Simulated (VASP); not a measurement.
# TaN (P6/mmm) in VASP: further runs, part 2 of 4

VASP 6.6.1.

**4. Electric field gradients, LDA (zz strain of +1 %)**

Input file INCAR:

```
SYSTEM = TaN
ALGO = Normal
EDIFF = 1E-8
ENCUT = 520
GGA_COMPAT = .False.
ISIF = 2
ISMEAR = -1
LASPH = .True.
LCHARG = .False.
LEFG = .True.
LREAL = .False.
LWAVE = .False.
NBANDS = 36
NELM = 120
PREC = Accurate
SIGMA = 0.03
```

Input file KPOINTS:

```
k-points
0
Gamma
  5 5 8
  0 0 0
```

Input file POSCAR:

```
TaN
1.0
    5.1849992558      0.0000000000      0.0000000000
   -2.5924996279      4.4903410741      0.0000000000
    0.0000000000      0.0000000000      2.9370800000
Ta N
3 3
Direct
    0.0000000000      0.0000000000      0.0000000000
    0.3333333333      0.6666666667      0.5000000000
    0.6666666667      0.3333333333      0.5000000000
    0.5000000000      0.0000000000      0.0000000000
    0.5000000000      0.5000000000      0.0000000000
    0.0000000000      0.5000000000      0.0000000000
```

Potentials or basis: VASP PAW LDA potentials, release 64 (Ta_sv_GW, N).

The run is started by

```bash
$ cat potpaw_LDA.64/Ta_sv_GW/POTCAR potpaw_LDA.64/N/POTCAR > POTCAR
$ mpirun -np 1 vasp_std > vasp.out
```

OUTCAR:

```text
SYSTEM = TaN
   EDIFF = 1E-8
   ENCUT = 520
   ISIF = 2
   ISMEAR = -1
   LASPH = .True.
   LREAL = .False.
   NELM = 120
   PREC = Accurate

 ion  position               nearest neighbor table
   1  0.000  0.000  0.000-
   2  0.333  0.667  0.500-   4 2.10   4 2.10   6 2.10   6 2.10   5 2.10   5 2.10   3 2.99   3 2.99
                             3 2.99
   3  0.667  0.333  0.500-   4 2.10   4 2.10   6 2.10   6 2.10   5 2.10   5 2.10   2 2.99   2 2.99
                             2 2.99
   4  0.500  0.000  0.000-   2 2.10   3 2.10   2 2.10   3 2.10
   5  0.500  0.500  0.000-   2 2.10   3 2.10   2 2.10   3 2.10
   6  0.000  0.500  0.000-   2 2.10   3 2.10   2 2.10   3 2.10

  LATTYP: Found a hexagonal cell.
 ALAT       =     5.1849992558
 C/A-ratio  =     0.5664571691

  Lattice vectors:

 A1 = (   5.1849992558,   0.0000000000,   0.0000000000)
 A2 = (  -2.5924996279,   4.4903410741,   0.0000000000)
 A3 = (   0.0000000000,   0.0000000000,   2.9370800000)

Analysis of symmetry for initial positions (statically):
=====================================================================
 Subroutine PRICEL returns:
 Original cell was already a primitive cell.

 Routine SETGRP: Setting up the symmetry group for a
 hexagonal supercell.

 Subroutine GETGRP returns: Found 24 space group operations
 (whereof 24 operations were pure point group operations)
 out of a pool of 24 trial point group operations.

The static configuration has the point symmetry D_6h.

Analysis of symmetry for dynamics (positions and initial velocities):
=====================================================================
 Subroutine PRICEL returns:
 Original cell was already a primitive cell.

 Routine SETGRP: Setting up the symmetry group for a
 hexagonal supercell.

 Subroutine GETGRP returns: Found 24 space group operations
 (whereof 24 operations were pure point group operations)
 out of a pool of 24 trial point group operations.

The dynamic configuration has the point symmetry D_6h.

 Subroutine INISYM returns: Found 24 space group operations
 (whereof 24 operations are pure point group operations),
 and found     1 'primitive' translations

----------------------------------------------------------------------------------------

                                     Primitive cell

  volume of cell :      68.3823

  direct lattice vectors                    reciprocal lattice vectors
     5.184999256  0.000000000  0.000000000     0.192864059  0.111350116  0.000000000
    -2.592499628  4.490341074  0.000000000     0.000000000  0.222700232  0.000000000
     0.000000000  0.000000000  2.937080000     0.000000000  0.000000000  0.340474212

  length of vectors
     5.184999256  5.184999256  2.937080000     0.222700232  0.222700232  0.340474212

  position of ions in fractional coordinates (direct lattice)
     0.000000000  0.000000000  0.000000000
     0.333333333  0.666666667  0.500000000
     0.666666667  0.333333333  0.500000000
     0.500000000  0.000000000  0.000000000
     0.500000000  0.500000000  0.000000000
     0.000000000  0.500000000  0.000000000
[... 104 lines left out ...]
   LORBIT       =      0    0 simple, 1 ext, 2 COOP (PROOUT), +10 PAW based schemes
   GGA     = CA    functional components
   LHFCALC =     F    Hartree Fock is set to
   AEXX    =    0.0000 exact exchange contribution
   IVDW    =     0    specifies the selected vdW correction
   LEPSILON=     F    determine dielectric tensor
   LRPA    =     F    only Hartree local field effects (RPA)
 non-spin polarized calculation
  energy-cutoff  :      520.00
  volume of cell :       68.38
 maximum number of plane-waves:      1858
 NGX is ok and might be reduce to    40
   NGX = 19   NGY = 19   NGZ = 11

 number of electron      54.0000006 magnetization

 Free energy of the ion-electron system (eV)
  ---------------------------------------------------
  ext. energy  EPLUGINS =         0.00000000
  ---------------------------------------------------
  free energy    TOTEN  =       -78.85898903 eV

  energy without entropy =      -78.85644758  energy(sigma->0) =      -78.85771830

 E-fermi :  11.7652     XC(G=0): -13.6114

 val. band max:       11.6966873715   @ k =   0.0000   0.0000   0.3750
 cond. band min:      11.8286858921   @ k =   0.2000  -0.0000   0.2500
 fundamental gap:      0.1319985206
 Fermi energy:        11.7651849543

 k-point     1 :       0.0000    0.0000    0.0000
  band No.  band energies     occupation
      1     -57.1099      2.00000
      2     -57.0603      2.00000
      3     -56.7937      2.00000
      4     -24.2036      2.00000
      5     -24.2036      2.00000
      6     -23.8198      2.00000
[... 925 lines left out ...]
     35      15.6493      0.00000
     36      17.0716      0.00000

 [... further k-points ...]

------------------------ aborting loop because EDIFF is reached ----------------------------------------

  FORCE on cell =-STRESS in cart. coord.  units (eV):
  Direction    XX          YY          ZZ          XY          YZ          ZX
  --------------------------------------------------------------------------------------
  -------------------------------------------------------------------------------------
  Total       -2.3758469     -2.3758469     -5.4019177      0.0000000     -0.0000000      0.0000000
  in kB      -55.6653875    -55.6653875   -126.5653258      0.0000000     -0.0000000      0.0000000
  external PRESSURE =     -79.2987002 kB  Pullay stress =       0.0000000 kB

 VOLUME and BASIS-vectors are now :
 -----------------------------------------------------------------------------
  energy-cutoff  :      520.00
  volume of cell :       68.38
      direct lattice vectors                 reciprocal lattice vectors
     5.184999256  0.000000000  0.000000000     0.192864059  0.111350116  0.000000000
    -2.592499628  4.490341074  0.000000000     0.000000000  0.222700232  0.000000000
     0.000000000  0.000000000  2.937080000     0.000000000  0.000000000  0.340474212

 POSITION                                       TOTAL-FORCE (eV/Angst)
 -----------------------------------------------------------------------------------
      0.00000      0.00000      0.00000        -0.000000      0.000000      0.000000
     -0.00000      2.99356      1.46854         0.000000     -0.000000      0.000000
      2.59250      1.49678      1.46854        -0.000000      0.000000     -0.000000
      2.59250      0.00000      0.00000        -0.000000      0.000000      0.000000
      1.29625      2.24517      0.00000        -0.000000      0.000000      0.000000
     -1.29625      2.24517      0.00000        -0.000000      0.000000      0.000000
 -----------------------------------------------------------------------------------
    total drift:                               -0.000000      0.000000      0.000000

  FREE ENERGIE OF THE ION-ELECTRON SYSTEM (eV)
  ---------------------------------------------------
  free  energy   TOTEN  =       -78.8589890322 eV

  energy  without entropy=      -78.8564475765  energy(sigma->0) =      -78.85771830

 Electric field gradients (V/A^2)
---------------------------------------------------------------------
 ion       V_xx      V_yy      V_zz      V_xy      V_xz      V_yz
---------------------------------------------------------------------
   1     201.910   201.910  -403.820    -0.000     0.000    -0.000
   2     189.948   189.947  -379.895    -0.000     0.000     0.000
   3     189.948   189.947  -379.895    -0.000     0.000    -0.000
   4      33.327   -29.529    -3.798     0.001     0.000     0.000
   5     -13.816    17.613    -3.798    27.218     0.000    -0.000
   6     -13.816    17.614    -3.798   -27.217    -0.000    -0.000
---------------------------------------------------------------------

 Electric field gradients after diagonalization (V/A^2)
 (convention: |V_zz| > |V_xx| > |V_yy|)
----------------------------------------------------------------------
 ion       V_xx      V_yy      V_zz     asymmetry (V_yy - V_xx)/ V_zz
----------------------------------------------------------------------
   1     201.910   201.909  -403.820       0.000
   2     189.948   189.947  -379.895       0.000
   3     189.948   189.947  -379.895       0.000
   4     -29.529    -3.798    33.327       0.772
   5     -29.530    -3.798    33.328       0.772
   6     -29.529    -3.798    33.327       0.772
----------------------------------------------------------------------

           NMR quadrupolar parameters

 Cq : quadrupolar parameter    Cq=e*Q*V_zz/h
 eta: asymmetry parameters     (V_yy - V_xx)/ V_zz
 Q  : nuclear electric quadrupole moment in mb (millibarn)
----------------------------------------------------------------------
 ion       Cq(MHz)       eta       Q (mb)
----------------------------------------------------------------------
   1      -0.976       0.000       1.000
   2      -0.919       0.000       1.000
   3      -0.919       0.000       1.000
   4       0.081       0.772       1.000
   5       0.081       0.772       1.000
   6       0.081       0.772       1.000
----------------------------------------------------------------------
```

Run time: 69 s. Hardware: 1 thread of AMD EPYC 9R45 (Zen 5), shared host; peak memory 0.16 GiB.

Results:

| Property | Result |
| --- | --- |
| Free energy | -78.8590 eV |
| Pressure | -7.9 GPa |
| Band gap on the k mesh | zero (bands 27 and 28 overlap by 2.08 eV) |
| Largest electric field gradient by atom | Ta -403.8, -379.9 (each value once); N +33.3 V/Å² |

Stress tensor (GPa, compression positive):
```
 -5.57   0.00   0.00
  0.00  -5.57   0.00
  0.00   0.00 -12.66
```

Levels at points of the mesh, in eV from the Fermi level:
```tsv
k point	band 25	band 26	band 27	band 28	band 29	band 30
(0.00, 0.00, 0.00)	-2.39	-1.97	-1.24	-1.24	0.69	0.69
(0.00, 0.00, 0.50)	-2.99	-1.86	0.84	0.84	1.34	1.74
```

Electric field gradients, principal values (V/Å²):
```
atom    least   middle  greatest (by size)
1 Ta  201.909  201.910            -403.820
2 Ta  189.947  189.948            -379.895
3 Ta  189.947  189.948            -379.895
 4 N   -3.798  -29.529              33.327
 5 N   -3.798  -29.530              33.328
 6 N   -3.798  -29.529              33.327
```

Caveat: the cell differs from its parent crystal (zz strain of +1 %); the stress differs along the axes, from -13 to -6 GPa; without QUAD_EFG the Cq values of the log hold for a quadrupole moment of 1 mb, not for the nuclei; spin-orbit coupling is left out, which moves the levels of the heavy elements.

**5. Electric field gradients, LDA (11.06 Å³/atom)**

This run uses another cell than the first one, of 11.06 Å³/atom.

Input file INCAR:

```
SYSTEM = TaN
ALGO = Normal
EDIFF = 1E-8
ENCUT = 520
GGA_COMPAT = .FALSE.
ISIF = 2
ISMEAR = -1
LASPH = .TRUE.
LCHARG = .FALSE.
LEFG = .TRUE.
LREAL = .FALSE.
LWAVE = .FALSE.
NBANDS = 36
NELM = 120
PREC = Accurate
SIGMA = 0.03
```

Input file KPOINTS:

```
k-points
0
G
  5 5 8
  0 0 0
```

Edit POSCAR of step 4 so:

```diff
@@ -2,5 +2,5 @@
 1.0
-    5.1849992558      0.0000000000      0.0000000000
-   -2.5924996279      4.4903410741      0.0000000000
-    0.0000000000      0.0000000000      2.9370800000
+    5.1501995545      0.0000000000      0.0000000000
+   -2.5750997773      4.4602036488      0.0000000000
+    0.0000000000      0.0000000000      2.8884826334
 Ta N
```

Potentials or basis: VASP PAW LDA potentials, release 64 (Ta_sv_GW, N).

The run is started by

```bash
$ cat potpaw_LDA.64/Ta_sv_GW/POTCAR potpaw_LDA.64/N/POTCAR > POTCAR
$ mpirun -np 1 vasp_std > vasp.out
```

OUTCAR:

```text
SYSTEM = TaN
   EDIFF = 1E-8
   ENCUT = 520
   ISIF = 2
   ISMEAR = -1
   LASPH = .TRUE.
   LREAL = .FALSE.
   NELM = 120
   PREC = Accurate

 ion  position               nearest neighbor table
   1  0.000  0.000  0.000-
   2  0.333  0.667  0.500-   6 2.07   6 2.07   4 2.07   4 2.07   5 2.07   5 2.07   3 2.97   3 2.97
                             3 2.97
   3  0.667  0.333  0.500-   6 2.07   6 2.07   4 2.07   4 2.07   5 2.07   5 2.07   2 2.97   2 2.97
                             2 2.97
   4  0.500  0.000  0.000-   2 2.07   3 2.07   2 2.07   3 2.07
   5  0.500  0.500  0.000-   2 2.07   3 2.07   2 2.07   3 2.07
   6  0.000  0.500  0.000-   2 2.07   3 2.07   2 2.07   3 2.07

  LATTYP: Found a hexagonal cell.
 ALAT       =     5.1501995545
 C/A-ratio  =     0.5608486822

  Lattice vectors:

 A1 = (   5.1501995545,   0.0000000000,   0.0000000000)
 A2 = (  -2.5750997773,   4.4602036488,   0.0000000000)
 A3 = (   0.0000000000,   0.0000000000,   2.8884826334)

Analysis of symmetry for initial positions (statically):
=====================================================================
 Subroutine PRICEL returns:
 Original cell was already a primitive cell.

 Routine SETGRP: Setting up the symmetry group for a
 hexagonal supercell.

 Subroutine GETGRP returns: Found 24 space group operations
 (whereof 24 operations were pure point group operations)
 out of a pool of 24 trial point group operations.

The static configuration has the point symmetry D_6h.

Analysis of symmetry for dynamics (positions and initial velocities):
=====================================================================
 Subroutine PRICEL returns:
 Original cell was already a primitive cell.

 Routine SETGRP: Setting up the symmetry group for a
[... 1112 lines left out ...]
  Total        1.0943592      1.0943592      1.2677969     -0.0000000      0.0000000      0.0000000
  in kB       26.4254250     26.4254250     30.6134133     -0.0000000      0.0000000      0.0000000
  external PRESSURE =      27.8214211 kB  Pullay stress =       0.0000000 kB

 VOLUME and BASIS-vectors are now :
 -----------------------------------------------------------------------------
  energy-cutoff  :      520.00
  volume of cell :       66.35
      direct lattice vectors                 reciprocal lattice vectors
     5.150199555  0.000000000  0.000000000     0.194167234  0.112102505  0.000000000
    -2.575099777  4.460203649  0.000000000     0.000000000  0.224205009  0.000000000
     0.000000000  0.000000000  2.888482633     0.000000000  0.000000000  0.346202532

 POSITION                                       TOTAL-FORCE (eV/Angst)
 -----------------------------------------------------------------------------------
      0.00000      0.00000      0.00000         0.000000      0.000000     -0.000000
     -0.00000      2.97347      1.44424        -0.000000      0.000000      0.000000
      2.57510      1.48673      1.44424        -0.000000     -0.000000     -0.000000
      2.57510      0.00000      0.00000         0.000000      0.000000     -0.000000
      1.28755      2.23010      0.00000         0.000000      0.000000     -0.000000
     -1.28755      2.23010      0.00000         0.000000      0.000000     -0.000000
 -----------------------------------------------------------------------------------
    total drift:                               -0.000000      0.000000      0.000000

  FREE ENERGIE OF THE ION-ELECTRON SYSTEM (eV)
  ---------------------------------------------------
  free  energy   TOTEN  =       -78.8951568197 eV

  energy  without entropy=      -78.8904128362  energy(sigma->0) =      -78.89278483

 Electric field gradients (V/A^2)
---------------------------------------------------------------------
 ion       V_xx      V_yy      V_zz      V_xy      V_xz      V_yz
---------------------------------------------------------------------
   1     206.342   206.342  -412.684    -0.000     0.000     0.000
   2     200.982   200.982  -401.964    -0.000     0.000    -0.000
   3     200.982   200.982  -401.964    -0.000     0.000    -0.000
   4      34.207   -29.281    -4.926     0.001     0.000     0.000
   5     -13.409    18.335    -4.926    27.491     0.000    -0.000
   6     -13.410    18.336    -4.926   -27.490    -0.000    -0.000
---------------------------------------------------------------------

 Electric field gradients after diagonalization (V/A^2)
 (convention: |V_zz| > |V_xx| > |V_yy|)
----------------------------------------------------------------------
 ion       V_xx      V_yy      V_zz     asymmetry (V_yy - V_xx)/ V_zz
----------------------------------------------------------------------
   1     206.342   206.342  -412.684       0.000
   2     200.983   200.981  -401.964       0.000
   3     200.983   200.981  -401.964       0.000
   4     -29.281    -4.926    34.207       0.712
   5     -29.281    -4.926    34.207       0.712
   6     -29.281    -4.926    34.207       0.712
----------------------------------------------------------------------

           NMR quadrupolar parameters

 Cq : quadrupolar parameter    Cq=e*Q*V_zz/h
 eta: asymmetry parameters     (V_yy - V_xx)/ V_zz
 Q  : nuclear electric quadrupole moment in mb (millibarn)
----------------------------------------------------------------------
 ion       Cq(MHz)       eta       Q (mb)
----------------------------------------------------------------------
   1      -0.998       0.000       1.000
   2      -0.972       0.000       1.000
   3      -0.972       0.000       1.000
   4       0.083       0.712       1.000
   5       0.083       0.712       1.000
   6       0.083       0.712       1.000
----------------------------------------------------------------------
```

OSZICAR:

```text
N       E                     dE             d eps       ncg     rms          rms(c)
DAV:   1     0.438946191838E+03    0.43895E+03   -0.33496E+04  1800   0.153E+03
DAV:   2    -0.621525521686E+02   -0.50110E+03   -0.49002E+03  2300   0.395E+02
DAV:   3    -0.922486622997E+02   -0.30096E+02   -0.29918E+02  2392   0.953E+01
[... 16 lines left out ...]
DAV:  20    -0.788951576661E+02    0.62855E-05   -0.26869E-05  2548   0.250E-02    0.277E-01
DAV:  21    -0.788951568293E+02    0.83683E-06   -0.34387E-06  2252   0.747E-03    0.739E-02
DAV:  22    -0.788951569031E+02   -0.73754E-07   -0.68288E-07  2208   0.446E-03    0.683E-02
DAV:  23    -0.788951568165E+02    0.86527E-07   -0.31279E-07  2176   0.255E-03    0.617E-03
DAV:  24    -0.788951568197E+02   -0.31168E-08   -0.32860E-08  1992   0.836E-04
   1 F= -.78895157E+02 E0= -.78892785E+02  d E =-.474398E-02
```

Wall time 96 s (1 thread of Intel Xeon Platinum 8488C (Sapphire Rapids), shared host); peak memory 0.18 GiB.

What came out:

```yaml
Free_energy: -78.8952 eV
Pressure: 2.8 GPa
Band_gap_on_the_k_mesh: zero (bands 27 and 28 overlap by 2.22 eV)
Largest_electric_field_gradient_by_atom: Ta -412.7, -402.0 (each value once); N +34.2 V/Å²
```

Electric field gradients, principal values (V/Å²):
```csv
atom,least,middle,greatest (by size)
1 Ta,206.342,206.342,-412.684
2 Ta,200.981,200.983,-401.964
3 Ta,200.981,200.983,-401.964
4 N,-4.926,-29.281,34.207
5 N,-4.926,-29.281,34.207
6 N,-4.926,-29.281,34.207
```

Caveat: without QUAD_EFG the Cq values of the log hold for a quadrupole moment of 1 mb, not for the nuclei; spin-orbit coupling is left out, which moves the levels of the heavy elements.

(Part 2 of 4 ends here.)

The gap in the log of VASP goes by the Fermi energy; the results here count the filled bands.